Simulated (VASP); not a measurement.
Wanted: the native input for a VASP 6.6.1 run.

| Item | Value |
| --- | --- |
| Task | single point |
| Functional | PBE |
| Potentials or basis | VASP PAW PBE potentials, release 64 (Ir) |
| Cutoff | 500 eV |
| k mesh | 18 × 18 × 18 |
| Occupations | tetrahedron |
| Spin | no spin polarisation |
| Dipole correction | no |
| Further INCAR settings | ALGO = Normal; EDIFF = 1e-06; NBANDS = 10 |

The structure of Ir lies in POSCAR:

```
Ir
1.0
    0.0000000000      1.9197000000      1.9197000000
    1.9197000000      0.0000000000      1.9197000000
    1.9197000000      1.9197000000      0.0000000000
Ir
1
Direct
    0.0000000000      0.0000000000      0.0000000000
```

One way to write it, as run:

INCAR

```
PREC = Accurate
ENCUT = 500
EDIFF = 1E-6
ISMEAR = -5
SIGMA = 0.1
LREAL = F
LASPH = T
NELM = 120
ALGO = Normal
ISIF = 2
LWAVE = F
LCHARG = F
GGA = PE
NBANDS = 10
GGA_COMPAT = F
```

KPOINTS

```
regular mesh
0
Gamma
  18 18 18
```

Potentials or basis: VASP PAW PBE potentials, release 64 (Ir).

Run with:

```bash
$ cat potpaw_PBE.64/Ir/POTCAR > POTCAR
$ mpirun -np 1 vasp_std > vasp.out
```

It gave:

| Property | Result |
| --- | --- |
| Pressure | 9.5 GPa |

Caveat: tetrahedron occupations give inexact forces and stress in metals.

It took 40 s on 1 thread of Intel Xeon 8259CL, with other jobs on the host, peak memory 0.15 GiB.
